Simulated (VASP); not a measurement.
# Ti (P6_3/mmc) in VASP: notebook

Ti is run at these levels: PBE; tasks: single point.

Program: VASP 6.6.1. These are calculated values, not measurements. Logs are shortened: lines on timing, memory, paths and dates and some standing lists are left out, and cuts for length are marked.

## 1. The cell of the first run

Symmetry: P6_3/mmc, No. 194, hexagonal system. Conventional cell: a = 2.891 Å, b = 2.891 Å, c = 4.804 Å, α = 90.00°, β = 90.00°, γ = 120.00°. Ti (site symmetry -6m2) has 12 Ti at 2.89 to 2.93 Å within 3.8 Å.

## 2. Single point, PBE

The input, INCAR:

```
ALGO = Fast
EDIFF = 1E-6
ENCUT = 520
GGA = PE
ISIF = 2
ISMEAR = 0
LASPH = True
LCHARG = False
LREAL = False
LWAVE = False
NBANDS = 19
NELM = 60
PREC = Accurate
SIGMA = 0.15
```

The input, KPOINTS:

```
k-points
0
Gamma
  24 24 14
```

The input, POSCAR:

```
Ti
1.0
    2.8910552872      0.0000000000      0.0000000000
   -1.4455276436      2.5037273225      0.0000000000
    0.0000000000      0.0000000000      4.8043912022
Ti
2
Direct
    0.3333333333      0.6666666667      0.2500000000
    0.6666666667      0.3333333333      0.7500000000
```

Potentials or basis: VASP PAW PBE potentials, release 64 (Ti_sv).

The run is started by

```console
cat potpaw_PBE.64/Ti_sv/POTCAR > POTCAR
mpirun -np 1 vasp_std > vasp.out
```

OUTCAR:

```text
EDIFF = 1E-6
   ENCUT = 520
   GGA = PE
   ISIF = 2
   ISMEAR = 0
   LASPH = True
   LREAL = False
   NELM = 60
   PREC = Accurate

 ion  position               nearest neighbor table
   1  0.333  0.667  0.250-
   2  0.667  0.333  0.750-

  LATTYP: Found a hexagonal cell.
 ALAT       =     2.8910552872
 C/A-ratio  =     1.6618122882

  Lattice vectors:

 A1 = (   2.8910552872,   0.0000000000,   0.0000000000)
 A2 = (  -1.4455276436,   2.5037273225,   0.0000000000)
 A3 = (   0.0000000000,   0.0000000000,   4.8043912022)

Analysis of symmetry for initial positions (statically):
=====================================================================
 Subroutine PRICEL returns:
 Original cell was already a primitive cell.

 Routine SETGRP: Setting up the symmetry group for a
 hexagonal supercell.

 Subroutine GETGRP returns: Found 24 space group operations
 (whereof 12 operations were pure point group operations)
 out of a pool of 24 trial point group operations.

The static configuration has the point symmetry D_3d.
 The point group associated with its full space group is D_6h.

Analysis of symmetry for dynamics (positions and initial velocities):
=====================================================================
 Subroutine PRICEL returns:
 Original cell was already a primitive cell.

 Routine SETGRP: Setting up the symmetry group for a
 hexagonal supercell.

 Subroutine GETGRP returns: Found 24 space group operations
 (whereof 12 operations were pure point group operations)
 out of a pool of 24 trial point group operations.

The dynamic configuration has the point symmetry D_3d.
 The point group associated with its full space group is D_6h.

 Subroutine INISYM returns: Found 24 space group operations
 (whereof 12 operations are pure point group operations),
 and found     1 'primitive' translations

----------------------------------------------------------------------------------------

                                     Primitive cell

  volume of cell :      34.7762

  direct lattice vectors                    reciprocal lattice vectors
     2.891055287  0.000000000  0.000000000     0.345894457  0.199702258  0.000000000
    -1.445527644  2.503727323  0.000000000     0.000000000  0.399404516  0.000000000
     0.000000000  0.000000000  4.804391202     0.000000000  0.000000000  0.208142917

  length of vectors
     2.891055287  2.891055287  4.804391202     0.399404516  0.399404516  0.208142917

  position of ions in fractional coordinates (direct lattice)
     0.333333333  0.666666667  0.250000000
     0.666666667  0.333333333  0.750000000

  ion indices of the primitive-cell ions
   primitive index   ion index
                 1           1
                 2           2

----------------------------------------------------------------------------------------

 KPOINTS: k-points

Automatic generation of k-mesh.
 Grid dimensions read from file:
 generate k-points for:   24   24   14

 Generating k-lattice:

  Cartesian coordinates                     Fractional coordinates (reciprocal lattice)
     0.014412269  0.008320927  0.000000000     0.041666667  0.000000000  0.000000000
     0.000000000  0.016641855  0.000000000     0.000000000  0.041666667  0.000000000
     0.000000000  0.000000000  0.014867351     0.000000000  0.000000000  0.071428571

  Length of vectors
     0.016641855  0.016641855  0.014867351

  Shift w.r.t. Gamma in fractional coordinates (k-lattice)
     0.000000000  0.000000000  0.000000000

 Subroutine IBZKPT returns following result:
 ===========================================

 Found    488 irreducible k-points:

 Following reciprocal coordinates:
            Coordinates               Weight
  0.000000  0.000000  0.000000      1.000000
  0.041667 -0.000000  0.000000      6.000000
  0.083333 -0.000000  0.000000      6.000000
  0.125000  0.000000  0.000000      6.000000
  0.166667  0.000000  0.000000      6.000000
  0.208333  0.000000  0.000000      6.000000
[... 16 lines left out ...]
  0.416667  0.041667  0.000000     12.000000
  0.458333  0.041667  0.000000     12.000000
 [... further k-points ...]
   k-points           NKPTS =    488   k-points in BZ     NKDIM =    488   number of bands    NBANDS=     19
   number of dos      NEDOS =    301   number of ions     NIONS =      2
   total plane-waves  NPLWV =  20736
   dimension x,y,z NGX =    24 NGY =   24 NGZ =   36
   dimension x,y,z NGXF=    48 NGYF=   48 NGZF=   72
   ions per type =               2
   NGX,Y,Z   is equivalent  to a cutoff of  13.80, 13.80, 12.46 a.u.
   NGXF,Y,Z  is equivalent  to a cutoff of  27.60, 27.60, 24.91 a.u.
 SYSTEM =  unknown system
   PREC   = accura    normal or accurate (medium, high low for compatibility)
   ISTART =      0    job   : 0-new  1-cont  2-samecut
   ICHARG =      2    charge: 1-file 2-atom 10-const
   ISPIN  =      1    spin polarized calculation?
   LNONCOLLINEAR =      F non collinear calculations
   LSORBIT =      F    spin-orbit coupling
   LASPH  =      T    aspherical Exc in radial PAW
   ENCUT  =  520.0 eV  38.22 Ry    6.18 a.u.   5.38  5.38  8.93*2*pi/ulx,y,z
   NELM   =     60;   NELMIN=  2; NELMDL= -5     # of ELM steps
   EDIFF  = 0.1E-05   stopping-criterion for ELM
   LREAL  =      F    real-space projection
   EDIFFG = 0.1E-04   stopping-criterion for IOM
   NSW    =      0    number of steps for IOM
   IBRION =     -1    ionic relax: 0-MD 1-quasi-New 2-CG
   NFREE  =      0    steps in history (QN), initial steepest desc. (CG)
   ISIF   =      2    stress and relaxation
   ISYM   =      2    0-nonsym 1-usesym 2-fastsym
   POTIM  = 0.5000    time-step for ionic-motion
   TEBEG  =    0.0;   TEEND  =   0.0 temperature during run
   PSTRESS=    0.0 pullay stress
   NELECT =      24.0000    total number of electrons
   NUPDOWN=      -1.0000    fix difference up-down
   EMIN   =  10.00;   EMAX   =-10.00  energy-range for DOS
   EFERMI =   0.00;   METHOD = LEGACY
   ISMEAR =     0;   SIGMA  =   0.15  broadening in eV -4-tet -1-fermi 0-gaus
   EFERMI_NEDOS =   21; number of points for ismear=-14 and -15
   IALGO  =     68    algorithm
   IMIX   =      4    mixing-type and parameters
     AMIX     =   0.40;   BMIX     =  1.00
     AMIX_MAG =   1.60;   BMIX_MAG =  1.00
  volume/ion in A,a.u.               =      17.39       117.34
  Fermi-wavevector in a.u.,A,eV,Ry     =   1.446721  2.733905 28.476998  2.093000
  Thomas-Fermi vector in A             =   2.564757
   LORBIT       =      0    0 simple, 1 ext, 2 COOP (PROOUT), +10 PAW based schemes
   GGA     = PE    functional components
   LHFCALC =     F    Hartree Fock is set to
   AEXX    =    0.0000 exact exchange contribution
   IVDW    =     0    specifies the selected vdW correction
   LEPSILON=     F    determine dielectric tensor
   LRPA    =     F    only Hartree local field effects (RPA)
 non-spin polarized calculation
 RMM-DIIS sequential band-by-band and
 Gauss-broadening in eV      SIGMA  =   0.15
  energy-cutoff  :      520.00
  volume of cell :       34.78
 maximum number of plane-waves:       966
 NGX is ok and might be reduce to    24

 number of electron      23.9999997 magnetization

 Free energy of the ion-electron system (eV)
  ---------------------------------------------------
  ext. energy  EPLUGINS =         0.00000000
  ---------------------------------------------------
  free energy    TOTEN  =       -15.66457933 eV

  energy without entropy =      -15.64054299  energy(sigma->0) =      -15.65256116

 E-fermi :   8.3062     XC(G=0): -11.4916

 val. band max:        8.3041777683   @ k =   0.2917   0.2500   0.4286
 cond. band min:       8.3087270960   @ k =   0.1667   0.0417   0.2143
 fundamental gap:      0.0045493277
 Fermi energy:         8.3062220176

 k-point     1 :       0.0000    0.0000    0.0000
  band No.  band energies     occupation
      1     -48.5237      2.00000
      2     -48.4106      2.00000
      3     -25.0715      2.00000
      4     -24.4352      2.00000
      5     -24.4337      2.00000
      6     -24.4337      2.00000
[... 11 lines left out ...]
     18      10.1827      0.00000
     19      11.4944      0.00000

 k-point     2 :       0.0417   -0.0000    0.0000
  band No.  band energies     occupation
      1     -48.5218      2.00000
      2     -48.4095      2.00000
      3     -25.0677      2.00000
      4     -24.4429      2.00000
      5     -24.4365      2.00000
      6     -24.4363      2.00000
[... 11 lines left out ...]
     18      10.1546      0.00000
     19      11.5075      0.00000

 k-point     3 :       0.0833   -0.0000    0.0000
  band No.  band energies     occupation
      1     -48.5163      2.00000
      2     -48.4066      2.00000
      3     -25.0565      2.00000
      4     -24.4698      2.00000
      5     -24.4446      2.00000
      6     -24.4397      2.00000
[... 11 lines left out ...]
     18      10.0760      0.00000
     19      11.5423      0.00000

 k-point     4 :       0.1250    0.0000    0.0000
  band No.  band energies     occupation
      1     -48.5075      2.00000
      2     -48.4019      2.00000
      3     -25.0383      2.00000
      4     -24.5127      2.00000
      5     -24.4574      2.00000
      6     -24.4455      2.00000
[... 11 lines left out ...]
     18       9.9603      0.00000
     19      11.5888      0.00000

 k-point     5 :       0.1667    0.0000    0.0000
  band No.  band energies     occupation
      1     -48.4958      2.00000
      2     -48.3960      2.00000
      3     -25.0137      2.00000
      4     -24.5689      2.00000
      5     -24.4929      2.00000
      6     -24.4737      2.00000
[... 11 lines left out ...]
     18      10.0710      0.00000
     19      11.6372      0.00000

 k-point     6 :       0.2083    0.0000    0.0000
  band No.  band energies     occupation
      1     -48.4819      2.00000
      2     -48.3892      2.00000
      3     -24.9839      2.00000
      4     -24.6345      2.00000
      5     -24.5569      2.00000
      6     -24.4924      2.00000
[... 11 lines left out ...]
     18      10.3288      0.00000
     19      11.6812      0.00000

 k-point     7 :       0.2500    0.0000    0.0000
  band No.  band energies     occupation
      1     -48.4666      2.00000
      2     -48.3824      2.00000
      3     -24.9500      2.00000
      4     -24.7050      2.00000
      5     -24.6243      2.00000
      6     -24.5121      2.00000
[... 11 lines left out ...]
     18      10.6192      0.00000
     19      11.7176      0.00000

 k-point     8 :       0.2917   -0.0000    0.0000
  band No.  band energies     occupation
      1     -48.4508      2.00000
      2     -48.3759      2.00000
      3     -24.9134      2.00000
      4     -24.7756      2.00000
      5     -24.6906      2.00000
      6     -24.5315      2.00000
[... 256 lines left out ...]
 k-point    20 :       0.2917    0.0417    0.0000
  band No.  band energies     occupation
      1     -48.4422      2.00000
      2     -48.3728      2.00000
      3     -24.8925      2.00000
      4     -24.8085      2.00000
      5     -24.7242      2.00000
      6     -24.5434      2.00000
[... 11 lines left out ...]
     18      11.1672      0.00000
     19      11.7399      0.00000

 k-point    21 :       0.3333    0.0417    0.0000
  band No.  band energies     occupation
      1     -48.4275      2.00000
      2     -48.3681      2.00000
      3     -24.8694      2.00000
      4     -24.8554      2.00000
      5     -24.7789      2.00000
      6     -24.5611      2.00000
[... 11 lines left out ...]
     18      11.5016      0.00000
     19      11.7552      0.00000

 k-point    22 :       0.3750    0.0417    0.0000
  band No.  band energies     occupation
      1     -48.4148      2.00000
      2     -48.3650      2.00000
      3     -24.9190      2.00000
      4     -24.8232      2.00000
      5     -24.8209      2.00000
      6     -24.5753      2.00000
[... 11 lines left out ...]
     18      11.7650      0.00000
     19      11.8454      0.00000

 k-point    23 :       0.4167    0.0417    0.0000
  band No.  band energies     occupation
      1     -48.4051      2.00000
      2     -48.3635      2.00000
      3     -24.9541      2.00000
      4     -24.8544      2.00000
      5     -24.7928      2.00000
      6     -24.5853      2.00000
[... 11 lines left out ...]
     18      11.7707      0.00000
     19      12.2379      0.00000

 k-point    24 :       0.4583    0.0417    0.0000
  band No.  band energies     occupation
      1     -48.3998      2.00000
      2     -48.3631      2.00000
      3     -24.9722      2.00000
      4     -24.8704      2.00000
      5     -24.7762      2.00000
      6     -24.5904      2.00000
[... 11 lines left out ...]
     18      11.9161      0.00000
     19      12.6569      0.00000

 [... further k-points ...]

------------------------ aborting loop because EDIFF is reached ----------------------------------------

  FORCE on cell =-STRESS in cart. coord.  units (eV):
  Direction    XX          YY          ZZ          XY          YZ          ZX
  --------------------------------------------------------------------------------------
  -------------------------------------------------------------------------------------
  Total        0.3059555      0.3059555     -0.8415153      0.0000000      0.0000000      0.0000000
  in kB       14.0957117     14.0957117    -38.7695536      0.0000000      0.0000000      0.0000000
  external PRESSURE =      -3.5260434 kB  Pullay stress =       0.0000000 kB

 VOLUME and BASIS-vectors are now :
 -----------------------------------------------------------------------------
  energy-cutoff  :      520.00
  volume of cell :       34.78
      direct lattice vectors                 reciprocal lattice vectors
     2.891055287  0.000000000  0.000000000     0.345894457  0.199702258  0.000000000
    -1.445527644  2.503727323  0.000000000     0.000000000  0.399404516  0.000000000
     0.000000000  0.000000000  4.804391202     0.000000000  0.000000000  0.208142917

 POSITION                                       TOTAL-FORCE (eV/Angst)
 -----------------------------------------------------------------------------------
     -0.00000      1.66915      1.20110        -0.000000     -0.000000      0.000000
      1.44553      0.83458      3.60329         0.000000      0.000000      0.000000
 -----------------------------------------------------------------------------------
    total drift:                               -0.000000      0.000000     -0.000000

  FREE ENERGIE OF THE ION-ELECTRON SYSTEM (eV)
  ---------------------------------------------------
  free  energy   TOTEN  =       -15.6645793320 eV

  energy  without entropy=      -15.6405429885  energy(sigma->0) =      -15.65256116
```

Run time: 4.7 min. Hardware: 1 thread of Intel Xeon 6975P-C (Granite Rapids), shared host; peak memory 0.36 GiB.

What came out:

```yaml
Free_energy: -15.6646 eV
Pressure: -0.4 GPa
Band_gap_on_the_k_mesh: zero (bands 12 and 13 overlap by 0.90 eV)
```

Stress tensor (GPa, compression positive):
```
 1.41  0.00  0.00
 0.00  1.41  0.00
 0.00  0.00 -3.88
```

Levels at points of the mesh, in eV from the Fermi level:
| k point | band 9 | band 10 | band 11 | band 12 | band 13 | band 14 | band 15 | band 16 |
| --- | --- | --- | --- | --- | --- | --- | --- | --- |
| (0.00, 0.00, 0.00) | -6.19 | -2.71 | 0.36 | 0.61 | 0.85 | 0.85 | 1.26 | 1.26 |
| (0.50, 0.00, 0.00) | -2.28 | -2.12 | -1.87 | -0.43 | 0.47 | 0.74 | 1.01 | 3.49 |
| (0.00, 0.00, 0.50) | -4.44 | -4.44 | -0.09 | -0.09 | 0.81 | 0.81 | 0.81 | 0.81 |
| (0.50, 0.00, 0.50) | -2.52 | -2.52 | -0.89 | -0.89 | 1.39 | 1.39 | 1.88 | 1.88 |

Caveat: the stress differs along the axes, from -4 to 1 GPa.

## 3. Single point, PBE

This run uses another cell than the first one, of the same volume but with other edges.

The input, INCAR:

```
SYSTEM = Ti
PREC     = Accurate       ! precision mode
ENCUT    = 520            ! plane-wave cutoff, eV
EDIFF    = 1E-6           ! SCF threshold, eV
ISMEAR   = 0              ! smearing method
SIGMA    = 0.15           ! smearing width, eV
LREAL    = .FALSE.        ! projectors in reciprocal space
LASPH    = .TRUE.         ! aspherical terms in the spheres
NELM     = 100            ! most SCF steps
ALGO     = Fast           ! electronic algorithm
ISIF     = 2              ! what is computed and relaxed
LWAVE    = .FALSE.        ! write WAVECAR
LCHARG   = .FALSE.        ! write CHGCAR
GGA      = PE             ! functional
NBANDS   = 19             ! bands
```

The input, KPOINTS:

```
Automatic mesh
0
G
  24 24 14
  0 0 0
```

The input, POSCAR:

```
Ti
1.0
    3.1653579912      0.0000000000      0.0000000000
   -1.5826789956      2.7412804324      0.0000000000
    0.0000000000      0.0000000000      4.0077949001
Ti
2
Direct
    0.3333333333      0.6666666667      0.2500000000
    0.6666666667      0.3333333333      0.7500000000
```

Potentials or basis: VASP PAW PBE potentials, release 64 (Ti_sv).

The run is started by

```console
cat potpaw_PBE.64/Ti_sv/POTCAR > POTCAR
mpirun -np 1 vasp_std > vasp.out
```

Run time: 4.3 min. Hardware: 1 thread of Intel Xeon 6975P-C (Granite Rapids), shared host; peak memory 0.35 GiB.

Results (log left out):

```yaml
Free_energy: -15.3626 eV
Pressure: 1.2 GPa
Band_gap_on_the_k_mesh: zero (bands 12 and 13 overlap by 0.92 eV)
```

Stress tensor (GPa, compression positive):
```
-4.41  0.00  0.00
 0.00 -4.41  0.00
 0.00  0.00 12.36
```

Levels at points of the mesh, in eV from the Fermi level:
| k point | band 10 | band 11 | band 12 | band 13 | band 14 | band 15 |
| --- | --- | --- | --- | --- | --- | --- |
| (0.00, 0.00, 0.00) | -2.56 | 0.57 | 0.57 | 0.80 | 0.80 | 1.48 |
| (0.50, 0.00, 0.00) | -2.24 | -1.23 | -1.16 | -0.23 | 1.66 | 2.27 |
| (0.00, 0.00, 0.50) | -3.58 | 0.02 | 0.02 | 0.02 | 0.02 | 1.25 |
| (0.50, 0.00, 0.50) | -2.25 | -0.20 | -0.20 | 1.24 | 1.24 | 1.57 |

Caveat: the stress differs along the axes, from -4 to 12 GPa.

## 4. Single point, PBE

This run uses another cell than the first one, of the same volume but with other edges.

The input, INCAR:

```
PREC = Accurate ; ENCUT = 520
EDIFF = 1E-7 ; ISMEAR = 0
SIGMA = 0.15 ; LREAL = F
LASPH = T ; NELM = 80
ALGO = Fast ; ISIF = 2
LWAVE = F ; LCHARG = F
GGA = PE ; NBANDS = 19
```

The input, KPOINTS:

```
Automatic mesh
0
Gamma
  24 24 14
```

The input, POSCAR:

```
Ti
1.0
    2.6923925443      0.0000000000      0.0000000000
   -1.3461962722      2.3316803403      0.0000000000
    0.0000000000      0.0000000000      5.5395488755
Ti
2
Direct
    0.3333333333      0.6666666667      0.2500000000
    0.6666666667      0.3333333333      0.7500000000
```

The run is started by

```console
cat potpaw_PBE.64/Ti_sv/POTCAR > POTCAR
mpirun -np 1 vasp_std > vasp.out
```

Wall time 6.6 min (1 thread of Intel Xeon 6975P-C (Granite Rapids), shared host); peak memory 0.36 GiB.

The run converged. Its results:

```yaml
Free_energy: -15.2556 eV
Pressure: 0.3 GPa
Band_gap_on_the_k_mesh: zero (bands 12 and 13 overlap by 0.11 eV)
```

Stress tensor (GPa, compression positive):
```
  6.81   0.00   0.00
  0.00   6.81   0.00
  0.00   0.00 -12.87
```

Levels at points of the mesh, in eV from the Fermi level:
| k point | band 10 | band 11 | band 12 | band 13 | band 14 | band 15 |
| --- | --- | --- | --- | --- | --- | --- |
| (0.00, 0.00, 0.00) | -2.96 | -0.96 | -0.49 | 1.15 | 1.15 | 1.31 |
| (0.50, 0.00, 0.00) | -2.15 | -1.84 | -0.11 | 0.64 | 0.78 | 1.96 |
| (0.00, 0.00, 0.50) | -4.68 | -0.81 | -0.81 | 1.21 | 1.21 | 1.21 |
| (0.50, 0.00, 0.50) | -2.40 | -1.18 | -1.18 | 1.97 | 1.97 | 2.60 |

Caveat: the stress differs along the axes, from -13 to 7 GPa.

## 5. Overview

| cell | further INCAR settings | gap on the mesh (eV) | pressure (GPa) |
| --- | --- | --- | --- |
| a = 2.891, b = 2.891, c = 4.804 Å, angles 90.0, 90.0, 120.0°, 2 atoms | ALGO = Fast; EDIFF = 1e-06; NBANDS = 19 | none | -0.4 |
| a = 3.165, b = 3.165, c = 4.008 Å, angles 90.0, 90.0, 120.0°, 2 atoms | ALGO = Fast; EDIFF = 1e-06; NBANDS = 19 | none | 1.2 |
| a = 2.692, b = 2.692, c = 5.540 Å, angles 90.0, 90.0, 120.0°, 2 atoms | ALGO = Fast; EDIFF = 1e-07; NBANDS = 19 | none | 0.3 |

Alike in all rows: task single point; level PBE; potentials or basis VASP PAW PBE potentials, release 64 (Ti_sv); no spin polarisation; k mesh 24 × 24 × 14; cutoff (eV) 520; smearing gaussian 0.15 eV.

Caveats: the stress differs along the axes, from -4 to 1 GPa (at least some runs); the stress differs along the axes, from -4 to 12 GPa (at least some runs); the stress differs along the axes, from -13 to 7 GPa (at least some runs).

Total energies depend on the potentials used, so only differences within one code and one set of settings carry meaning.
